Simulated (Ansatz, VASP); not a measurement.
**AlAs2 in VASP and in Ansatz**

```
Al As
1.0
     3.97723    0.00000    0.00000
     0.00000    3.97723    0.00000
     0.00000    0.00000    3.96033
Al As
1 2
Direct
  0.00000 0.00000 0.00000
  0.50000 0.00000 0.43418
  0.00000 0.50000 0.56582
```

Change from the starting cell: ordered vacancies on the cation sites of zinc blende (P-4m2, No. 115).

Alike in both runs: functional PBE; k mesh 12 × 12 × 12; occupations gaussian, width 0.1 eV; no spin polarisation.

Ansatz relaxed the structure, and its values are those at the end. VASP's run is a single point on that final structure, the one shown.

|  | VASP | Ansatz |
| --- | --- | --- |
| version | VASP 6.6.1 | Ansatz 0.2.0 |
| potentials or method | VASP PAW PBE potentials, release 64 (Al, As), cutoff 520 eV | scalar-relativistic, plane waves, PAW |
| valence electrons in the cell | 13 | 33 |

Ansatz gave:

| Property | Result |
| --- | --- |
| gap on the k mesh at the Fermi level (eV) | none |
| pressure (GPa) | 0.0 |
| rms of the force components (eV/Å) | 0.004 |

Q: Estimate VASP's values.

A: gap on the k mesh at the Fermi level (eV): none; pressure (GPa): 0.1; rms of the force components (eV/Å): 0.006.

A gap of «none» marks a metal or a gap that the smearing closes. The functional is the same, so the differences come from potentials, cutoffs and numerics. VASP's potentials hold 13 valence electrons a cell and Ansatz's 33, so a difference there can come from the potentials and not from the codes.
